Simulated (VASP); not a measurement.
# Rh: relaxation of cell and atoms with r2SCAN

Rh:

```
Rh
1.0
     0.00000    1.90148    1.90148
     1.90148    0.00000    1.90148
     1.90148    1.90148    0.00000
Rh
1
Direct
  0.00000 0.00000 0.00000
```

```
Program                : VASP 6.6.1
Task                   : relaxation of cell and atoms
Functional             : r2SCAN
Potentials or basis    : VASP PAW PBE potentials, release 64 (Rh_pv)
Cutoff                 : 600 eV
k mesh                 : 20 × 20 × 20
Occupations            : fermi-dirac, width 0.05 eV
Spin                   : no spin polarisation
Dipole correction      : no
Further INCAR settings : ALGO = Normal; EDIFF = 1e-06; IBRION = 2; EDIFFG = -0.005; NSW = 60; ISIF = 3
```

* Relaxed volume: 13.77 Å³/atom
* Relaxed cell: a = 2.691 Å, b = 2.691 Å, c = 2.691 Å, α = 60.00°, β = 60.00°, γ = 60.00°
* Space group after relaxing (to 0.1 Å): Fm-3m (No. 225)
* Energy gained by relaxing: 0.0 meV/atom
* Ionic steps: 3
* Pressure after relaxing: 0.0 GPa
* Band gap on the k mesh: zero (an odd number of electrons rules out a gap without spin polarisation)

Final structure:
```cif
data_structure
_symmetry_space_group_name_H-M 'P 1'
_symmetry_Int_Tables_number 1
_cell_length_a 2.6906
_cell_length_b 2.6906
_cell_length_c 2.6906
_cell_angle_alpha 60.000
_cell_angle_beta 60.000
_cell_angle_gamma 60.000
_cell_volume 13.77
loop_
_atom_site_label
_atom_site_type_symbol
_atom_site_fract_x
_atom_site_fract_y
_atom_site_fract_z
_atom_site_occupancy
Rh1 Rh 0.00000 0.00000 0.00000 1
```

Levels at points of the mesh, in eV from the Fermi level:
```
           k point  band 4  band 5  band 6  band 7  band 8  band 9  band 10  band 11
(0.00, 0.00, 0.00)   -8.17   -3.16   -3.16   -3.16   -1.07   -1.07    16.71    17.40
(0.50, 0.00, 0.00)   -6.32   -3.28   -3.28    0.59    0.59    0.90     9.07    16.27
(0.50, 0.50, 0.00)   -6.53   -6.16    0.51    1.04    1.04    3.48    12.85    13.99
```

It took 3.3 min on 1 thread of Intel(R) Xeon(R) Platinum 8488C (Sapphire Rapids), with other jobs on the host, peak memory 0.19 GiB.

Caveat: the PAW data sets were made with another functional, which shifts forces and pressure a little.
